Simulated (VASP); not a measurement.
# LaBPd3 (Pm-3m) in VASP: a series of runs

Runs on LaBPd3. Level: LDA. Tasks: single point.

All numbers are computed with VASP 6.6.1; they aren't measurements. Logs are shortened: lines on timing, memory, paths and dates and some standing lists are left out, and cuts for length are marked.

### Step 1. The cell of the first run

The structure is cubic, space group Pm-3m (No. 221). Conventional cell: a = 4.201 Å, b = 4.201 Å, c = 4.201 Å, α = 90.00°, β = 90.00°, γ = 90.00°. Within 3.9 Å of La (site symmetry m-3m) lie 12 Pd at 2.97 Å and 8 B at 3.64 Å. Within 2.8 Å of B (site symmetry m-3m) lie 6 Pd at 2.10 Å. Pd (site symmetry 4/mmm) has 2 B at 2.10 Å within 2.8 Å.

### Step 2. Single point, LDA

The input, INCAR:

```
SYSTEM = LaBPd3
PREC = Accurate ; ENCUT = 520
EDIFF = 1E-6 ; ISMEAR = -1
SIGMA = 0.1 ; LREAL = .False.
LASPH = .True. ; NELM = 60
ALGO = Normal ; ISIF = 2
LWAVE = .False. ; LCHARG = .False.
NBANDS = 30
```

The input, KPOINTS:

```
Automatic mesh
0
Gamma
  6 6 6
  0 0 0
```

The input, POSCAR:

```
LaBPd3
1.0
    4.2006165945      0.0000000000      0.0000000000
    0.0000000000      4.2006165945      0.0000000000
    0.0000000000      0.0000000000      4.2006165945
La B Pd
1 1 3
Direct
    0.0000000000      0.0000000000      0.0000000000
    0.5000000000      0.5000000000      0.5000000000
    0.0000000000      0.5000000000      0.5000000000
    0.5000000000      0.0000000000      0.5000000000
    0.5000000000      0.5000000000      0.0000000000
```

Potentials or basis: VASP PAW LDA potentials, release 64 (La, B, Pd).

Started as:

```sh
> cat potpaw_LDA.64/La/POTCAR potpaw_LDA.64/B/POTCAR potpaw_LDA.64/Pd/POTCAR > POTCAR
> mpirun -np 1 vasp_std > vasp.out
```

OUTCAR:

```text
SYSTEM = LaBPd3
   PREC = Accurate
   ENCUT = 520
   EDIFF = 1E-6
   ISMEAR = -1
   LREAL = .False.
   LASPH = .True.
   NELM = 60
   ISIF = 2

 ion  position               nearest neighbor table
   1  0.000  0.000  0.000-   3 2.97   4 2.97   5 2.97   3 2.97   4 2.97   3 2.97   5 2.97   3 2.97
                             4 2.97   5 2.97   4 2.97   5 2.97
   2  0.500  0.500  0.500-   3 2.10   4 2.10   5 2.10   5 2.10   4 2.10   3 2.10
   3  0.000  0.500  0.500-   2 2.10   2 2.10   4 2.97   5 2.97   1 2.97   5 2.97   1 2.97   4 2.97
                             1 2.97   1 2.97   4 2.97   5 2.97   5 2.97   4 2.97
   4  0.500  0.000  0.500-   2 2.10   2 2.10   3 2.97   5 2.97   1 2.97   5 2.97   1 2.97   3 2.97
                             5 2.97   5 2.97   1 2.97   3 2.97   1 2.97   3 2.97
   5  0.500  0.500  0.000-   2 2.10   2 2.10   3 2.97   4 2.97   1 2.97   3 2.97   4 2.97   1 2.97
                             4 2.97   4 2.97   1 2.97   3 2.97   3 2.97   1 2.97

  LATTYP: Found a simple cubic cell.
 ALAT       =     4.2006165945

  Lattice vectors:

 A1 = (   4.2006165945,   0.0000000000,   0.0000000000)
 A2 = (   0.0000000000,   4.2006165945,   0.0000000000)
 A3 = (   0.0000000000,   0.0000000000,   4.2006165945)

Analysis of symmetry for initial positions (statically):
=====================================================================
 Subroutine PRICEL returns:
 Original cell was already a primitive cell.

 Routine SETGRP: Setting up the symmetry group for a
 simple cubic supercell.

 Subroutine GETGRP returns: Found 48 space group operations
 (whereof 48 operations were pure point group operations)
 out of a pool of 48 trial point group operations.

The static configuration has the point symmetry O_h .

Analysis of symmetry for dynamics (positions and initial velocities):
=====================================================================
 Subroutine PRICEL returns:
 Original cell was already a primitive cell.

 Routine SETGRP: Setting up the symmetry group for a
 simple cubic supercell.

 Subroutine GETGRP returns: Found 48 space group operations
 (whereof 48 operations were pure point group operations)
 out of a pool of 48 trial point group operations.

The dynamic configuration has the point symmetry O_h .

 Subroutine INISYM returns: Found 48 space group operations
 (whereof 48 operations are pure point group operations),
 and found     1 'primitive' translations

----------------------------------------------------------------------------------------

                                     Primitive cell

  volume of cell :      74.1206

  direct lattice vectors                    reciprocal lattice vectors
     4.200616594  0.000000000  0.000000000     0.238060289  0.000000000  0.000000000
     0.000000000  4.200616594  0.000000000     0.000000000  0.238060289  0.000000000
     0.000000000  0.000000000  4.200616594     0.000000000  0.000000000  0.238060289

  length of vectors
     4.200616594  4.200616594  4.200616594     0.238060289  0.238060289  0.238060289

  position of ions in fractional coordinates (direct lattice)
     0.000000000  0.000000000  0.000000000
     0.500000000  0.500000000  0.500000000
     0.000000000  0.500000000  0.500000000
     0.500000000  0.000000000  0.500000000
     0.500000000  0.500000000  0.000000000

  ion indices of the primitive-cell ions
   primitive index   ion index
                 1           1
                 2           2
                 3           3
                 4           4
                 5           5

----------------------------------------------------------------------------------------

 KPOINTS: Automatic mesh

Automatic generation of k-mesh.
 Grid dimensions read from file:
 generate k-points for:    6    6    6

 Generating k-lattice:

  Cartesian coordinates                     Fractional coordinates (reciprocal lattice)
     0.039676715  0.000000000  0.000000000     0.166666667  0.000000000  0.000000000
     0.000000000  0.039676715  0.000000000     0.000000000  0.166666667  0.000000000
     0.000000000  0.000000000  0.039676715     0.000000000  0.000000000  0.166666667

  Length of vectors
     0.039676715  0.039676715  0.039676715

  Shift w.r.t. Gamma in fractional coordinates (k-lattice)
     0.000000000  0.000000000  0.000000000

 Subroutine IBZKPT returns following result:
 ===========================================

 Found     20 irreducible k-points:

 Following reciprocal coordinates:
            Coordinates               Weight
  0.000000  0.000000  0.000000      1.000000
  0.166667  0.000000  0.000000      6.000000
  0.333333  0.000000  0.000000      6.000000
  0.500000  0.000000  0.000000      3.000000
  0.166667  0.166667  0.000000     12.000000
  0.333333  0.166667  0.000000     24.000000
[... 12 lines left out ...]
  0.500000  0.500000  0.333333      6.000000
  0.500000  0.500000  0.500000      1.000000
   k-points           NKPTS =     20   k-points in BZ     NKDIM =     20   number of bands    NBANDS=     30
   number of dos      NEDOS =    301   number of ions     NIONS =      5
   total plane-waves  NPLWV =  32768
   dimension x,y,z NGX =    32 NGY =   32 NGZ =   32
   dimension x,y,z NGXF=    64 NGYF=   64 NGZF=   64
   ions per type =               1   1   3
   NGX,Y,Z   is equivalent  to a cutoff of  12.66, 12.66, 12.66 a.u.
   NGXF,Y,Z  is equivalent  to a cutoff of  25.33, 25.33, 25.33 a.u.
 SYSTEM =  LaBPd3
   PREC   = accura    normal or accurate (medium, high low for compatibility)
   ISTART =      0    job   : 0-new  1-cont  2-samecut
   ICHARG =      2    charge: 1-file 2-atom 10-const
   ISPIN  =      1    spin polarized calculation?
   LNONCOLLINEAR =      F non collinear calculations
   LSORBIT =      F    spin-orbit coupling
   LASPH  =      T    aspherical Exc in radial PAW
   ENCUT  =  520.0 eV  38.22 Ry    6.18 a.u.   7.81  7.81  7.81*2*pi/ulx,y,z
   NELM   =     60;   NELMIN=  2; NELMDL= -5     # of ELM steps
   EDIFF  = 0.1E-05   stopping-criterion for ELM
   LREAL  =      F    real-space projection
[... 7 lines left out ...]
   TEBEG  =    0.0;   TEEND  =   0.0 temperature during run
   PSTRESS=    0.0 pullay stress
   NELECT =      44.0000    total number of electrons
   NUPDOWN=      -1.0000    fix difference up-down
   EMIN   =  10.00;   EMAX   =-10.00  energy-range for DOS
   EFERMI =   0.00;   METHOD = LEGACY
   ISMEAR =    -1;   SIGMA  =   0.10  broadening in eV -4-tet -1-fermi 0-gaus
   EFERMI_NEDOS =   21; number of points for ismear=-14 and -15
   IALGO  =     38    algorithm
   IMIX   =      4    mixing-type and parameters
     AMIX     =   0.40;   BMIX     =  1.00
     AMIX_MAG =   1.60;   BMIX_MAG =  1.00
  volume/ion in A,a.u.               =      14.82       100.04
  Fermi-wavevector in a.u.,A,eV,Ry     =   1.375876  2.600029 25.756308  1.893035
  Thomas-Fermi vector in A             =   2.501172
   LORBIT       =      0    0 simple, 1 ext, 2 COOP (PROOUT), +10 PAW based schemes
   GGA     = CA    functional components
   LHFCALC =     F    Hartree Fock is set to
   AEXX    =    0.0000 exact exchange contribution
   IVDW    =     0    specifies the selected vdW correction
   LEPSILON=     F    determine dielectric tensor
   LRPA    =     F    only Hartree local field effects (RPA)
 non-spin polarized calculation
  energy-cutoff  :      520.00
  volume of cell :       74.12
 maximum number of plane-waves:      2016
 NGX is ok and might be reduce to    32
   NGX = 15   NGY = 15   NGZ = 15

 number of electron      44.0000014 magnetization

 Free energy of the ion-electron system (eV)
  ---------------------------------------------------
  ext. energy  EPLUGINS =         0.00000000
  ---------------------------------------------------
  free energy    TOTEN  =       -35.07247212 eV

  energy without entropy =      -34.94077190  energy(sigma->0) =      -35.00662201

 E-fermi :  11.5345     XC(G=0): -12.8396

 val. band max:       11.5189324894   @ k =   0.3333   0.3333   0.3333
 cond. band min:      11.5651064788   @ k =   0.3333   0.1667   0.1667
 fundamental gap:      0.0461739894
 Fermi energy:        11.5344764214

 k-point     1 :       0.0000    0.0000    0.0000
  band No.  band energies     occupation
      1     -20.7817      2.00000
      2      -4.6315      2.00000
      3      -4.6315      2.00000
      4      -4.6315      2.00000
      5       0.6685      2.00000
      6       5.5693      2.00000
[... 22 lines left out ...]
     29      13.8361      0.00000
     30      14.0190      0.00000

 k-point     2 :       0.1667    0.0000    0.0000
  band No.  band energies     occupation
      1     -20.7738      2.00000
      2      -4.7757      2.00000
      3      -4.6453      2.00000
      4      -4.6453      2.00000
      5       0.8862      2.00000
      6       5.7441      2.00000
[... 22 lines left out ...]
     29      13.8783      0.00000
     30      14.0289      0.00000

 k-point     3 :       0.3333    0.0000    0.0000
  band No.  band energies     occupation
      1     -20.7579      2.00000
      2      -5.0433      2.00000
      3      -4.6725      2.00000
      4      -4.6725      2.00000
      5       1.4106      2.00000
      6       5.9615      2.00000
[... 22 lines left out ...]
     29      13.9643      0.00000
     30      14.0567      0.00000

 k-point     4 :       0.5000    0.0000    0.0000
  band No.  band energies     occupation
      1     -20.7499      2.00000
      2      -5.1683      2.00000
      3      -4.6860      2.00000
      4      -4.6860      2.00000
      5       1.7586      2.00000
      6       5.3400      2.00000
[... 484 lines left out ...]
     29      13.9246      0.00000
     30      13.9567      0.00000

 k-point    19 :       0.5000    0.5000    0.3333
  band No.  band energies     occupation
      1     -20.7248      2.00000
      2      -4.9299      2.00000
      3      -4.9299      2.00000
      4      -4.8530      2.00000
      5       3.4419      2.00000
      6       4.0852      2.00000
[... 22 lines left out ...]
     29      13.8852      0.00000
     30      13.9385      0.00000

 k-point    20 :       0.5000    0.5000    0.5000
  band No.  band energies     occupation
      1     -20.7230      2.00000
      2      -4.8940      2.00000
      3      -4.8940      2.00000
      4      -4.8940      2.00000
      5       3.9062      2.00000
      6       3.9062      2.00000
[... 22 lines left out ...]
     29      13.8716      0.00000
     30      13.8716      0.00000

------------------------ aborting loop because EDIFF is reached ----------------------------------------

  FORCE on cell =-STRESS in cart. coord.  units (eV):
  Direction    XX          YY          ZZ          XY          YZ          ZX
  --------------------------------------------------------------------------------------
  -------------------------------------------------------------------------------------
  Total        6.8780907      6.8780907      6.8780907     -0.0000000      0.0000000     -0.0000000
  in kB      148.6754797    148.6754797    148.6754797     -0.0000000      0.0000000     -0.0000000
  external PRESSURE =     148.6754797 kB  Pullay stress =       0.0000000 kB

 VOLUME and BASIS-vectors are now :
 -----------------------------------------------------------------------------
  energy-cutoff  :      520.00
  volume of cell :       74.12
      direct lattice vectors                 reciprocal lattice vectors
     4.200616594  0.000000000  0.000000000     0.238060289  0.000000000  0.000000000
     0.000000000  4.200616594  0.000000000     0.000000000  0.238060289  0.000000000
     0.000000000  0.000000000  4.200616594     0.000000000  0.000000000  0.238060289

 POSITION                                       TOTAL-FORCE (eV/Angst)
 -----------------------------------------------------------------------------------
      0.00000      0.00000      0.00000         0.000000      0.000000      0.000000
      2.10031      2.10031      2.10031         0.000000      0.000000      0.000000
      0.00000      2.10031      2.10031         0.000000      0.000000      0.000000
      2.10031      0.00000      2.10031         0.000000      0.000000      0.000000
      2.10031      2.10031      0.00000         0.000000      0.000000      0.000000
 -----------------------------------------------------------------------------------
    total drift:                                0.000000     -0.000000     -0.000000

  FREE ENERGIE OF THE ION-ELECTRON SYSTEM (eV)
  ---------------------------------------------------
  free  energy   TOTEN  =       -35.0724721188 eV

  energy  without entropy=      -34.9407719039  energy(sigma->0) =      -35.00662201
```

It took 15 s on 1 thread of Intel Xeon 6975P-C (Granite Rapids), shared host; peak memory 0.19 GiB.

Results:

| Property | Result |
| --- | --- |
| Free energy | -35.0725 eV |
| Pressure | 14.9 GPa |
| Band gap on the k mesh | zero (bands 22 and 23 overlap by 1.82 eV) |

Levels at points of the mesh, in eV from the Fermi level:
| k point | band 18 | band 19 | band 20 | band 21 | band 22 | band 23 | band 24 | band 25 | band 26 | band 27 |
| --- | --- | --- | --- | --- | --- | --- | --- | --- | --- | --- |
| (0.00, 0.00, 0.00) | -1.93 | -1.93 | -1.93 | -1.68 | -1.68 | -1.68 | 1.96 | 1.96 | 2.04 | 2.04 |
| (0.50, 0.00, 0.00) | -3.18 | -2.87 | -2.74 | -1.93 | 0.10 | 0.10 | 1.57 | 1.93 | 2.29 | 2.29 |
| (0.50, 0.50, 0.00) | -3.40 | -3.23 | -3.10 | -1.74 | -0.20 | -0.20 | 1.88 | 1.88 | 2.31 | 2.36 |
| (0.50, 0.50, 0.50) | -2.12 | -2.12 | -2.12 | 0.14 | 0.14 | 0.14 | 1.53 | 1.53 | 1.53 | 2.30 |

Caveat: the cell stands under pressure; spin-orbit coupling is left out, which moves the levels of the heavy elements.

### Step 3. Single point, LDA

This run uses another cell than the first one, of 15.13 Å³/atom.

The input, INCAR:

```
  PREC = Accurate
  ENCUT = 520
  EDIFF = 1E-6
  ISMEAR = -1
  SIGMA = 0.1
  LREAL = False
  LASPH = True
  NELM = 60
  ALGO = Normal
  ISIF = 2
  LWAVE = False
  LCHARG = False
  GGA = CA
  NBANDS = 30
```

The input, KPOINTS:

```
regular mesh
0
Gamma
  6 6 6
```

POSCAR, as its differences from that of step 2:

```diff
@@ -2,5 +2,5 @@
 1.0
-    4.2006165945      0.0000000000      0.0000000000
-    0.0000000000      4.2006165945      0.0000000000
-    0.0000000000      0.0000000000      4.2006165945
+    4.2290000000      0.0000000000      0.0000000000
+    0.0000000000      4.2290000000      0.0000000000
+    0.0000000000      0.0000000000      4.2290000000
 La B Pd
```

Potentials or basis: VASP PAW LDA potentials, release 64 (La, B, Pd).

Started as:

```sh
> cat potpaw_LDA.64/La/POTCAR potpaw_LDA.64/B/POTCAR potpaw_LDA.64/Pd/POTCAR > POTCAR
> mpirun -np 1 vasp_std > vasp.out
```

OUTCAR:

```text
PREC = Accurate
   ENCUT = 520
   EDIFF = 1E-6
   ISMEAR = -1
   LREAL = False
   LASPH = True
   NELM = 60
   ISIF = 2
   GGA = CA

 ion  position               nearest neighbor table
   1  0.000  0.000  0.000-   3 2.99   4 2.99   5 2.99   3 2.99   4 2.99   3 2.99   5 2.99   3 2.99
                             4 2.99   5 2.99   4 2.99   5 2.99
   2  0.500  0.500  0.500-   3 2.11   4 2.11   5 2.11   5 2.11   4 2.11   3 2.11
   3  0.000  0.500  0.500-   2 2.11   2 2.11   4 2.99   5 2.99   1 2.99   5 2.99   1 2.99   4 2.99
                             1 2.99   1 2.99   4 2.99   5 2.99   5 2.99   4 2.99
   4  0.500  0.000  0.500-   2 2.11   2 2.11   3 2.99   5 2.99   1 2.99   5 2.99   1 2.99   3 2.99
[... 861 lines left out ...]
  Total        4.9838997      4.9838997      4.9838997      0.0000000      0.0000000     -0.0000000
  in kB      105.5763927    105.5763927    105.5763927      0.0000000      0.0000000     -0.0000000
  external PRESSURE =     105.5763927 kB  Pullay stress =       0.0000000 kB

 VOLUME and BASIS-vectors are now :
 -----------------------------------------------------------------------------
  energy-cutoff  :      520.00
  volume of cell :       75.63
      direct lattice vectors                 reciprocal lattice vectors
     4.229000000  0.000000000  0.000000000     0.236462521  0.000000000  0.000000000
     0.000000000  4.229000000  0.000000000     0.000000000  0.236462521  0.000000000
     0.000000000  0.000000000  4.229000000     0.000000000  0.000000000  0.236462521

 POSITION                                       TOTAL-FORCE (eV/Angst)
 -----------------------------------------------------------------------------------
      0.00000      0.00000      0.00000         0.000000      0.000000      0.000000
      2.11450      2.11450      2.11450         0.000000      0.000000      0.000000
      0.00000      2.11450      2.11450         0.000000      0.000000      0.000000
      2.11450      0.00000      2.11450         0.000000      0.000000      0.000000
      2.11450      2.11450      0.00000         0.000000      0.000000      0.000000
 -----------------------------------------------------------------------------------
    total drift:                                0.000000     -0.000000     -0.000000

  FREE ENERGIE OF THE ION-ELECTRON SYSTEM (eV)
  ---------------------------------------------------
  free  energy   TOTEN  =       -35.1927539149 eV

  energy  without entropy=      -35.0611757791  energy(sigma->0) =      -35.12696485
```

stdout:

```text
POSCAR found type information on POSCAR LaB Pd
 POSCAR found :  3 types and       5 ions
 scaLAPACK will be used
 LDA part: xc-table for (Slater(with rela. corr.)+CA(PZ))
 , standard interpolation
 POSCAR, INCAR and KPOINTS ok, starting setup
 FFT: planning ... GRIDC
 FFT: planning ... GRID_SOFT
 FFT: planning ... GRID
 WAVECAR not read
 entering main loop
```

Wall time 16 s (1 thread of Intel Xeon 6975P-C (Granite Rapids), shared host); peak memory 0.19 GiB.

What came out:

* Free energy: -35.1928 eV
* Pressure: 10.6 GPa
* Band gap on the k mesh: zero (bands 22 and 23 overlap by 1.75 eV)

Levels at points of the mesh, in eV from the Fermi level:
| k point | band 19 | band 20 | band 21 | band 22 | band 23 | band 24 | band 25 | band 26 |
| --- | --- | --- | --- | --- | --- | --- | --- | --- |
| (0.00, 0.00, 0.00) | -1.89 | -1.89 | -1.62 | -1.62 | -1.62 | 1.93 | 1.93 | 2.01 |
| (0.50, 0.00, 0.00) | -2.80 | -2.71 | -1.89 | 0.12 | 0.12 | 1.57 | 1.90 | 2.25 |
| (0.50, 0.50, 0.00) | -3.14 | -3.02 | -1.68 | -0.22 | -0.22 | 1.88 | 1.88 | 2.27 |
| (0.50, 0.50, 0.50) | -2.07 | -2.07 | 0.14 | 0.14 | 0.14 | 1.51 | 1.51 | 1.51 |

Caveat: the cell stands under pressure; spin-orbit coupling is left out, which moves the levels of the heavy elements.

[end of part 1 of 2]

The gap in the log of VASP goes by the Fermi energy; the results here count the filled bands.